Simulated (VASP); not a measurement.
# CdTe (F-43m) in VASP: a series of runs

Runs on CdTe. Level: r2SCAN. Tasks: dielectric tensor.

Program: VASP 6.6.1. These are calculated values, not measurements. Logs are shortened: lines on timing, memory, paths and dates and some standing lists are left out, and cuts for length are marked.

## Step 1: The cell of the first run

The structure is cubic, space group F-43m (No. 216). The conventional cell has a = 6.560 Å, b = 6.560 Å, c = 6.560 Å, α = 90.00°, β = 90.00°, γ = 90.00°. Within 3.7 Å of Cd (site symmetry -43m) lie 4 Te at 2.84 Å. Within 3.7 Å of Te (site symmetry -43m) lie 4 Cd at 2.84 Å.

## Step 2: Dielectric tensor, r2SCAN

The input, INCAR:

```
SYSTEM = CdTe
ALGO = Normal
EDIFF = 1E-8
ENCUT = 520
ISIF = 2
ISMEAR = 0
LASPH = .True.
LCALCEPS = .True.
LCHARG = .False.
LMIXTAU = .True.
LREAL = .False.
LWAVE = .False.
METAGGA = R2SCAN
NELM = 60
PREC = Accurate
SIGMA = 0.01
```

The input, KPOINTS:

```
k-points
0
Gamma
  6 6 6
  0 0 0
```

The input, POSCAR:

```
CdTe
1.0
    0.0000000000      3.2799551162      3.2799551162
    3.2799551162      0.0000000000      3.2799551162
    3.2799551162      3.2799551162      0.0000000000
Cd Te
1 1
Direct
    0.0000000000      0.0000000000      0.0000000000
    0.2500000000      0.2500000000      0.2500000000
```

Potentials or basis: VASP PAW PBE potentials, release 64 (Cd, Te).

Command:

```
$ cat potpaw_PBE.64/Cd/POTCAR potpaw_PBE.64/Te/POTCAR > POTCAR
$ mpirun -np 1 vasp_std > vasp.out
```

OUTCAR:

```text
SYSTEM = CdTe
   EDIFF = 1E-8
   ENCUT = 520
   ISIF = 2
   ISMEAR = 0
   LASPH = .True.
   LREAL = .False.
   METAGGA = R2SCAN
   NELM = 60
   PREC = Accurate

 ion  position               nearest neighbor table
   1  0.000  0.000  0.000-   2 2.84   2 2.84   2 2.84   2 2.84
   2  0.250  0.250  0.250-   1 2.84   1 2.84   1 2.84   1 2.84

  LATTYP: Found a face centered cubic cell.
 ALAT       =     6.5599102324

  Lattice vectors:

 A1 = (   0.0000000000,   3.2799551162,   3.2799551162)
 A2 = (   3.2799551162,   0.0000000000,   3.2799551162)
 A3 = (   3.2799551162,   3.2799551162,   0.0000000000)

Analysis of symmetry for initial positions (statically):
=====================================================================
 Subroutine PRICEL returns:
 Original cell was already a primitive cell.

 Routine SETGRP: Setting up the symmetry group for a
 face centered cubic supercell.

 Subroutine GETGRP returns: Found 24 space group operations
 (whereof 24 operations were pure point group operations)
 out of a pool of 48 trial point group operations.

The static configuration has the point symmetry T_d .

Analysis of symmetry for dynamics (positions and initial velocities):
=====================================================================
 Subroutine PRICEL returns:
 Original cell was already a primitive cell.

 Routine SETGRP: Setting up the symmetry group for a
 face centered cubic supercell.

 Subroutine GETGRP returns: Found 24 space group operations
 (whereof 24 operations were pure point group operations)
 out of a pool of 48 trial point group operations.

The dynamic configuration has the point symmetry T_d .

 Subroutine INISYM returns: Found 24 space group operations
 (whereof 24 operations are pure point group operations),
 and found     1 'primitive' translations

----------------------------------------------------------------------------------------

                                     Primitive cell

  volume of cell :      70.5722

  direct lattice vectors                    reciprocal lattice vectors
     0.000000000  3.279955116  3.279955116    -0.152441110  0.152441110  0.152441110
     3.279955116  0.000000000  3.279955116     0.152441110 -0.152441110  0.152441110
     3.279955116  3.279955116  0.000000000     0.152441110  0.152441110 -0.152441110

  length of vectors
     4.638557009  4.638557009  4.638557009     0.264035748  0.264035748  0.264035748

  position of ions in fractional coordinates (direct lattice)
     0.000000000  0.000000000  0.000000000
     0.250000000  0.250000000  0.250000000

  ion indices of the primitive-cell ions
   primitive index   ion index
                 1           1
                 2           2

----------------------------------------------------------------------------------------

 KPOINTS: k-points

Automatic generation of k-mesh.
 Grid dimensions read from file:
 generate k-points for:    6    6    6

 Generating k-lattice:

  Cartesian coordinates                     Fractional coordinates (reciprocal lattice)
    -0.025406852  0.025406852  0.025406852     0.166666667  0.000000000  0.000000000
     0.025406852 -0.025406852  0.025406852     0.000000000  0.166666667  0.000000000
     0.025406852  0.025406852 -0.025406852     0.000000000  0.000000000  0.166666667

  Length of vectors
     0.044005958  0.044005958  0.044005958

  Shift w.r.t. Gamma in fractional coordinates (k-lattice)
     0.000000000  0.000000000  0.000000000

 Subroutine IBZKPT returns following result:
 ===========================================

 Found     16 irreducible k-points:

 Following reciprocal coordinates:
            Coordinates               Weight
  0.000000  0.000000  0.000000      1.000000
  0.166667  0.000000  0.000000      8.000000
  0.333333  0.000000  0.000000      8.000000
  0.500000  0.000000  0.000000      4.000000
  0.166667  0.166667  0.000000      6.000000
  0.333333  0.166667  0.000000     24.000000
[... 8 lines left out ...]
 -0.333333  0.333333  0.166667     24.000000
 -0.333333  0.500000  0.166667     12.000000
   k-points           NKPTS =     16   k-points in BZ     NKDIM =     16   number of bands    NBANDS=     13
   number of dos      NEDOS =    301   number of ions     NIONS =      2
   total plane-waves  NPLWV =  46656
   dimension x,y,z NGX =    36 NGY =   36 NGZ =   36
   dimension x,y,z NGXF=    72 NGYF=   72 NGZF=   72
   ions per type =               1   1
   NGX,Y,Z   is equivalent  to a cutoff of  12.90, 12.90, 12.90 a.u.
   NGXF,Y,Z  is equivalent  to a cutoff of  25.80, 25.80, 25.80 a.u.
 SYSTEM =  CdTe
   PREC   = accura    normal or accurate (medium, high low for compatibility)
   ISTART =      0    job   : 0-new  1-cont  2-samecut
   ICHARG =      2    charge: 1-file 2-atom 10-const
   ISPIN  =      1    spin polarized calculation?
   LNONCOLLINEAR =      F non collinear calculations
   LSORBIT =      F    spin-orbit coupling
   LASPH  =      T    aspherical Exc in radial PAW
   ENCUT  =  520.0 eV  38.22 Ry    6.18 a.u.   8.62  8.62  8.62*2*pi/ulx,y,z
   NELM   =     60;   NELMIN=  2; NELMDL= -5     # of ELM steps
   EDIFF  = 0.1E-07   stopping-criterion for ELM
   LREAL  =      F    real-space projection
   EDIFFG = 0.1E-06   stopping-criterion for IOM
   NSW    =      0    number of steps for IOM
   IBRION =     -1    ionic relax: 0-MD 1-quasi-New 2-CG
   NFREE  =      0    steps in history (QN), initial steepest desc. (CG)
   ISIF   =      2    stress and relaxation
   ISYM   =      2    0-nonsym 1-usesym 2-fastsym
   POTIM  = 0.5000    time-step for ionic-motion
   TEBEG  =    0.0;   TEEND  =   0.0 temperature during run
   PSTRESS=    0.0 pullay stress
   NELECT =      18.0000    total number of electrons
   NUPDOWN=      -1.0000    fix difference up-down
   EMIN   =  10.00;   EMAX   =-10.00  energy-range for DOS
   EFERMI =   0.00;   METHOD = LEGACY
   ISMEAR =     0;   SIGMA  =   0.01  broadening in eV -4-tet -1-fermi 0-gaus
   EFERMI_NEDOS =   21; number of points for ismear=-14 and -15
   IALGO  =     38    algorithm
   IMIX   =      4    mixing-type and parameters
     AMIX     =   0.40;   BMIX     =  1.00
     AMIX_MAG =   1.60;   BMIX_MAG =  1.00
  volume/ion in A,a.u.               =      35.29       238.12
  Fermi-wavevector in a.u.,A,eV,Ry     =   1.038216  1.961944 14.665621  1.077893
  Thomas-Fermi vector in A             =   2.172690
   LORBIT       =      0    0 simple, 1 ext, 2 COOP (PROOUT), +10 PAW based schemes
   METAGGA = R2SCAN    functional components
   LHFCALC =     F    Hartree Fock is set to
   AEXX    =    0.0000 exact exchange contribution
   IVDW    =     0    specifies the selected vdW correction
   LEPSILON=     F    determine dielectric tensor
   LRPA    =     F    only Hartree local field effects (RPA)
   LRPA       =     F
 non-spin polarized calculation
 Gauss-broadening in eV      SIGMA  =   0.01
  energy-cutoff  :      520.00
  volume of cell :       70.57
 maximum number of plane-waves:      1917
 NGX is ok and might be reduce to    36
   NGX = 17   NGY = 17   NGZ = 17

 number of electron      18.0000006 magnetization

 Free energy of the ion-electron system (eV)
  ---------------------------------------------------
  ext. energy  EPLUGINS =         0.00000000
  ---------------------------------------------------
  free energy    TOTEN  =       -46.64175787 eV

  energy without entropy =      -46.64175787  energy(sigma->0) =      -46.64175787

 E-fermi :   1.8512     XC(G=0):  -8.9353

 val. band max:        1.7780946550   @ k =   0.0000   0.0000   0.0000
 cond. band min:   10000.0000000000   @ k =   0.0000   0.0000   0.0000
 fundamental gap:   9998.2219053450
 Fermi energy:         1.8511900882

 k-point     1 :       0.0000    0.0000    0.0000
  band No.  band energies     occupation
      1      -9.5399      2.00000
      2      -6.6699      2.00000
      3      -6.6692      2.00000
      4      -6.6685      2.00000
      5      -6.4127      2.00000
      6      -6.4127      2.00000
      7       1.7773      2.00000
      8       1.7779      2.00000
      9       1.7781      2.00000
     10   10000.0000      0.00000
     11   10000.0000      0.00000
     12   10000.0000      0.00000
     13   10000.0000      0.00000

 k-point     2 :       0.1667    0.0000    0.0000
  band No.  band energies     occupation
      1      -9.4451      2.00000
      2      -6.6515      2.00000
      3      -6.6507      2.00000
      4      -6.5827      2.00000
      5      -6.4137      2.00000
      6      -6.4136      2.00000
      7       0.1436      2.00000
      8       1.5635      2.00000
      9       1.5639      2.00000
     10   10000.0000      0.00000
     11   10000.0000      0.00000
     12   10000.0000      0.00000
     13   10000.0000      0.00000

 k-point     3 :       0.3333    0.0000    0.0000
  band No.  band energies     occupation
      1      -9.2568      2.00000
      2      -6.6199      2.00000
      3      -6.6195      2.00000
      4      -6.4103      2.00000
      5      -6.4098      2.00000
      6      -6.3038      2.00000
      7      -1.6864      2.00000
      8       1.1996      2.00000
      9       1.1999      2.00000
     10   10000.0000      0.00000
     11   10000.0000      0.00000
     12   10000.0000      0.00000
     13   10000.0000      0.00000
[... 305 lines left out ...]
 k-point    23 :       0.0000    0.1667    0.1667
  band No.  band energies     occupation
      1      -9.4139      2.00000
      2      -6.6333      2.00000
      3      -6.6332      2.00000
      4      -6.5805      2.00000
      5      -6.4194      2.00000
      6      -6.4054      2.00000
      7       0.1445      2.00000
      8       1.2080      2.00000
      9       1.2081      2.00000
     10   10000.0000      0.00000
     11   10000.0000      0.00000
     12   10000.0000      0.00000
     13   10000.0000      0.00000

 k-point    24 :       0.0000    0.3333    0.1667
  band No.  band energies     occupation
      1      -9.2581      2.00000
      2      -6.6078      2.00000
      3      -6.5981      2.00000
      4      -6.4565      2.00000
      5      -6.4001      2.00000
      6      -6.3307      2.00000
      7      -1.2367      2.00000
      8       0.7192      2.00000
      9       0.8148      2.00000
     10   10000.0000      0.00000
     11   10000.0000      0.00000
     12   10000.0000      0.00000
     13   10000.0000      0.00000

 [... further k-points ...]

------------------------ aborting loop because EDIFF is reached ----------------------------------------

            Ionic dipole moment: p[ion]=(     9.83987     9.83987     9.83987 ) |e| Angst

 Total electronic dipole moment: p[elc]=(     0.02406     0.02406     0.04865 ) |e| Angst

 MACROSCOPIC STATIC DIELECTRIC TENSOR (including local field effects)
 ------------------------------------------------------
           7.311313     0.000000     0.000000
           0.000000     7.311313     0.000000
          -0.000000     0.000000     7.311313
 ------------------------------------------------------

 PIEZOELECTRIC TENSOR (including local field effects) (e Angst)
          XX          YY          ZZ          XY          YZ          ZX
  --------------------------------------------------------------------------------
  x     0.00000     0.00000     0.00000    -0.00000    -2.62834     0.00000
  y    -0.00000    -0.00000    -0.00000     0.00000     0.00000    -2.62834
  z    -0.00000    -0.00000     0.00000    -2.62834    -0.00000     0.00000

 PIEZOELECTRIC TENSOR (including local field effects) (C/m^2)
          XX          YY          ZZ          XY          YZ          ZX
  --------------------------------------------------------------------------------
  x     0.00000     0.00000     0.00000    -0.00000    -0.59670     0.00000
  y    -0.00000    -0.00000    -0.00000     0.00000     0.00000    -0.59670
  z    -0.00000    -0.00000     0.00000    -0.59670    -0.00000     0.00000

 BORN EFFECTIVE CHARGES (including local field effects) (in |e|, cummulative output)
 ---------------------------------------------------------------------------------
 ion    1
    1     2.24276     0.00000     0.00000
    2    -0.00000     2.24276     0.00000
    3     0.00000    -0.00000     2.24276
 ion    2
    1    -2.24276     0.00000     0.00000
    2     0.00000    -2.24276     0.00000
    3    -0.00000     0.00000    -2.24276

  FORCE on cell =-STRESS in cart. coord.  units (eV):
  Direction    XX          YY          ZZ          XY          YZ          ZX
  --------------------------------------------------------------------------------------
  -------------------------------------------------------------------------------------
  Total        0.0305387      0.0305387      0.0305387      0.0000000      0.0000000      0.0000000
  in kB        0.6933088      0.6933088      0.6933088      0.0000000      0.0000000      0.0000000
  external PRESSURE =       0.6933088 kB  Pullay stress =       0.0000000 kB

 VOLUME and BASIS-vectors are now :
 -----------------------------------------------------------------------------
  energy-cutoff  :      520.00
  volume of cell :       70.57
      direct lattice vectors                 reciprocal lattice vectors
     0.000000000  3.279955116  3.279955116    -0.152441110  0.152441110  0.152441110
     3.279955116  0.000000000  3.279955116     0.152441110 -0.152441110  0.152441110
     3.279955116  3.279955116  0.000000000     0.152441110  0.152441110 -0.152441110

 POSITION                                       TOTAL-FORCE (eV/Angst)
 -----------------------------------------------------------------------------------
      0.00000      0.00000      0.00000         0.000000      0.000000     -0.000000
      1.63998      1.63998      1.63998        -0.000000     -0.000000      0.000000
 -----------------------------------------------------------------------------------
    total drift:                               -0.000001     -0.000001     -0.000001

  FREE ENERGIE OF THE ION-ELECTRON SYSTEM (eV)
  ---------------------------------------------------
  free  energy   TOTEN  =       -46.6417578670 eV

  energy  without entropy=      -46.6417578670  energy(sigma->0) =      -46.64175787
```

It took 26 min on 1 thread of Intel Xeon 6975P-C (Granite Rapids), shared host; peak memory 0.45 GiB.

Results:

* Band gap on the k mesh: 1.15 eV
* Electronic dielectric tensor (diagonal): 7.31
* Born charges (mean of the diagonal): Cd +2.24; Te -2.24 e

Levels at points of the mesh, in eV from the valence-band top:
| k point | band 6 | band 7 | band 8 | band 9 | band 10 | band 11 | band 12 | band 13 |
| --- | --- | --- | --- | --- | --- | --- | --- | --- |
| (0.00, 0.00, 0.00) | -8.19 | 0.00 | 0.00 | 0.00 | 1.15 | 5.05 | 5.05 | 5.05 |
| (0.50, 0.00, 0.00) | -7.84 | -4.29 | -0.74 | -0.74 | 2.19 | 5.60 | 5.60 | 7.38 |
| (0.50, 0.50, 0.00) | -7.70 | -4.18 | -1.79 | -1.79 | 2.95 | 2.99 | 9.25 | 9.63 |

Electronic dielectric tensor:
```
7.31 0.00 0.00
0.00 7.31 0.00
0.00 0.00 7.31
```

Born effective charge tensors (e):
atom 1, Cd
```
2.24 0.00 0.00
0.00 2.24 0.00
0.00 0.00 2.24
```
atom 2, Te
```
-2.24  0.00  0.00
 0.00 -2.24  0.00
 0.00  0.00 -2.24
```

Dipole moments of the cell (e·Å, modulo the quantum): ionic 9.840, 9.840, 9.840; electronic 0.024, 0.024, 0.049

Caveat: the PAW data sets were made with another functional, which shifts forces and pressure a little; spin-orbit coupling is left out, which moves the levels of the heavy elements.

## Step 3: Dielectric tensor, r2SCAN (strain +1.0%)

The input, INCAR:

```
PREC = Accurate ; ENCUT = 520
EDIFF = 1E-8 ; ISMEAR = 0
SIGMA = 0.01 ; LREAL = False
LASPH = True ; NELM = 100
ALGO = Normal ; ISIF = 2
LWAVE = False ; LCHARG = False
METAGGA = R2SCAN ; LMIXTAU = True
LCALCEPS = True
```

The input, KPOINTS:

```
regular mesh
0
Gamma
  6 6 6
```

The input, POSCAR:

```
CdTe
1.0
    0.0000000000      3.3127546673      3.3127546673
    3.3127546673      0.0000000000      3.3127546673
    3.3127546673      3.3127546673      0.0000000000
Cd Te
1 1
Direct
    0.0000000000      0.0000000000      0.0000000000
    0.2500000000      0.2500000000      0.2500000000
```

Potentials or basis: VASP PAW PBE potentials, release 64 (Cd, Te).

Command:

```
$ cat potpaw_PBE.64/Cd/POTCAR potpaw_PBE.64/Te/POTCAR > POTCAR
$ mpirun -np 1 vasp_std > vasp.out
```

OUTCAR:

```text
PREC = Accurate
   ENCUT = 520
   EDIFF = 1E-8
   ISMEAR = 0
   LREAL = False
   LASPH = True
   NELM = 100
   ISIF = 2
   METAGGA = R2SCAN

 ion  position               nearest neighbor table
   1  0.000  0.000  0.000-   2 2.87   2 2.87   2 2.87   2 2.87
   2  0.250  0.250  0.250-   1 2.87   1 2.87   1 2.87   1 2.87

  LATTYP: Found a face centered cubic cell.
 ALAT       =     6.6255093346

  Lattice vectors:

 A1 = (   0.0000000000,   3.3127546673,   3.3127546673)
[... 595 lines left out ...]
 ion    2
    1    -2.29565     0.00000    -0.00000
    2     0.00000    -2.29565    -0.00000
    3     0.00000     0.00000    -2.29565

  FORCE on cell =-STRESS in cart. coord.  units (eV):
  Direction    XX          YY          ZZ          XY          YZ          ZX
  --------------------------------------------------------------------------------------
  -------------------------------------------------------------------------------------
  Total       -0.4814621     -0.4814621     -0.4814621      0.0000000      0.0000000      0.0000000
  in kB      -10.6090112    -10.6090112    -10.6090112      0.0000000      0.0000000      0.0000000
  external PRESSURE =     -10.6090112 kB  Pullay stress =       0.0000000 kB

 VOLUME and BASIS-vectors are now :
 -----------------------------------------------------------------------------
  energy-cutoff  :      520.00
  volume of cell :       72.71
      direct lattice vectors                 reciprocal lattice vectors
     0.000000000  3.312754667  3.312754667    -0.150931792  0.150931792  0.150931792
     3.312754667  0.000000000  3.312754667     0.150931792 -0.150931792  0.150931792
     3.312754667  3.312754667  0.000000000     0.150931792  0.150931792 -0.150931792

 POSITION                                       TOTAL-FORCE (eV/Angst)
 -----------------------------------------------------------------------------------
      0.00000      0.00000      0.00000         0.000000      0.000000     -0.000000
      1.65638      1.65638      1.65638        -0.000000     -0.000000      0.000000
 -----------------------------------------------------------------------------------
    total drift:                               -0.000001     -0.000001     -0.000001

  FREE ENERGIE OF THE ION-ELECTRON SYSTEM (eV)
  ---------------------------------------------------
  free  energy   TOTEN  =       -46.6350386156 eV

  energy  without entropy=      -46.6350386156  energy(sigma->0) =      -46.63503862
```

stdout:

```text
POSCAR found type information on POSCAR CdTe
 POSCAR found :  2 types and       2 ions
 scaLAPACK will be used
 -----------------------------------------------------------------------------
|                                                                             |
[... 110 lines left out ...]
 p_tot=(  0.996E+01  0.998E+01  0.996E+01 )
dp_tot=(  0.289E-04  0.202E-01  0.288E-04 )  diag[e(oo)]=(    ---    6.03082    ---   )
 p_tot=(  0.996E+01  0.999E+01  0.996E+01 )
dp_tot=(  0.322E-04  0.229E-01  0.315E-04 )  diag[e(oo)]=(    ---    6.68809    ---   )
 p_tot=(  0.996E+01  0.999E+01  0.996E+01 )
dp_tot=(  0.287E-04  0.240E-01  0.277E-04 )  diag[e(oo)]=(    ---    6.96873    ---   )
 p_tot=(  0.996E+01  0.999E+01  0.996E+01 )
dp_tot=(  0.244E-04  0.245E-01  0.233E-04 )  diag
```

Wall time 30 min (1 thread of Intel Xeon 6975P-C (Granite Rapids), shared host); peak memory 0.45 GiB.

What came out:

```yaml
Band_gap_on_the_k_mesh: 1.06 eV
Electronic_dielectric_tensor_diagonal: 7.39
Born_charges_mean_of_the_diagonal: Cd +2.30; Te -2.30 e
```

Levels at points of the mesh, in eV from the valence-band top:
| k point | band 7 | band 8 | band 9 | band 10 | band 11 | band 12 |
| --- | --- | --- | --- | --- | --- | --- |
| (0.00, 0.00, 0.00) | 0.00 | 0.00 | 0.00 | 1.06 | 5.07 | 5.07 |
| (0.50, 0.00, 0.00) | -4.12 | -0.70 | -0.70 | 2.15 | 5.61 | 5.61 |
| (0.50, 0.50, 0.00) | -4.03 | -1.69 | -1.69 | 2.98 | 3.01 | 9.08 |

Electronic dielectric tensor:
```
7.39 0.00 0.00
0.00 7.39 0.00
0.00 0.00 7.39
```

Born effective charge tensors (e):
atom 1, Cd
```
2.30 0.00 0.00
0.00 2.30 0.00
0.00 0.00 2.30
```
atom 2, Te
```
-2.30  0.00  0.00
 0.00 -2.30  0.00
 0.00  0.00 -2.30
```

Dipole moments of the cell (e·Å, modulo the quantum): ionic 9.938, 9.938, 9.938; electronic 0.026, 0.026, 0.052

Caveat: the cell differs from its parent crystal (strain +1.0%); the PAW data sets were made with another functional, which shifts forces and pressure a little; spin-orbit coupling is left out, which moves the levels of the heavy elements.

(Continued in part 2 of 2.)

The gap in the log of VASP goes by the Fermi energy; the results here count the filled bands.